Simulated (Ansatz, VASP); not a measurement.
**BAs in VASP and in Ansatz**

File POSCAR:

```
BAs
1.0
    0.0000000000      2.3885000000      2.3885000000
    2.3885000000      0.0000000000      2.3885000000
    2.3885000000      2.3885000000      0.0000000000
As B
1 1
Direct
    0.7500000000      0.7500000000      0.7500000000
    0.0000000000      0.0000000000      0.0000000000
```

INCAR.step1

```
PREC     = Accurate       # precision mode
ENCUT    = 420            # plane-wave cutoff, eV
EDIFF    = 1E-5           # SCF threshold, eV
ISMEAR   = -1             # smearing method
SIGMA    = 0.05           # smearing width, eV
LREAL    = F              # projectors in reciprocal space
LASPH    = T              # aspherical terms in the spheres
NELM     = 120            # most SCF steps
ALGO     = Normal         # electronic algorithm
ISIF     = 2              # what is computed and relaxed
LWAVE    = T              # write WAVECAR
GGA      = PE             # functional
NBANDS   = 11             # bands
GGA_COMPAT= F
```

Contents of INCAR.step2:

```
PREC     = Accurate       # precision mode
ENCUT    = 420            # plane-wave cutoff, eV
EDIFF    = 1E-6           # SCF threshold, eV
ISMEAR   = -1             # smearing method
SIGMA    = 0.05           # smearing width, eV
LREAL    = F              # projectors in reciprocal space
LASPH    = T              # aspherical terms in the spheres
NELM     = 120            # most SCF steps
ALGO     = Normal         # electronic algorithm
ISIF     = 2              # what is computed and relaxed
LWAVE    = F              # write WAVECAR
LCHARG   = T              # write CHGCAR
GGA      = PE             # functional
LHFCALC  = T              # exact exchange
AEXX     = 0.25           # exact-exchange fraction
HFSCREEN = 0.3            # screening, 1/A
PRECFOCK = Normal       
LELF     = T              # ELF
LVHAR    = T            
ISTART   = 1            
NBANDS   = 11             # bands
GGA_COMPAT= F
```

File KPOINTS:

```
regular mesh
0
Gamma
  5 5 5
```

input.yaml

```yaml
crystal:
  lattice:
    - [0.0, 2.3885, 2.3885]
    - [2.3885, 0.0, 2.3885]
    - [2.3885, 2.3885, 0.0]
  atoms:
    - { symbol: As, position: [0.75, 0.75, 0.75] }
    - { symbol: B, position: [0.0, 0.0, 0.0] }
hamiltonian:
  xc: { exchange: pbe, correlation: pbe, exx: { coeff: 0.25, omega: 0.3 } }
  pseudopotentials: { kind: paw }
kpoints:
  mp_grid: { grid: [5, 5, 5] }
scf:
  occupations: { method: fermi_dirac, width: 0.05 }
output:
  forces: true
  stress: true
  eigenvalues: true
  write_density: true
  write_potential: true
  elf: true
  volumetric_format: npy
```

Alike in both runs: task single point; functional PBE-based screened hybrid with a share of 0.25 of exact exchange and HFSCREEN = 0.3; k mesh 5 × 5 × 5; occupations fermi-dirac, width 0.05 eV; no spin polarisation.

|  | VASP | Ansatz |
| --- | --- | --- |
| version | VASP 6.6.1 | Ansatz 0.2.0 |
| potentials or method | VASP PAW PBE potentials, release 64 (As, B) | Ansatz PAW |
| plane-wave cutoff (eV) | 420 | 420 |
| valence electrons in the cell | 8 | 18 |

|  | VASP | Ansatz | Ansatz less VASP |
| --- | --- | --- | --- |
| gap on the k mesh at the Fermi level (eV) | 1.67 | 1.67 | -0.007 |
| least direct gap on the mesh (eV) | 3.94 | 3.94 | +0.004 |

VASP's potentials were made for PBE, not for PBE-based screened hybrid. VASP's potentials hold 8 valence electrons a cell and Ansatz's 18, so a difference there can come from the potentials and not from the codes.

The k mesh is coarse, so the values compare programs but aren't converged. Noted on Ansatz's run: odd divisions of the mesh miss points on the zone boundary, where band edges often lie, so the gap on the mesh can be too wide.
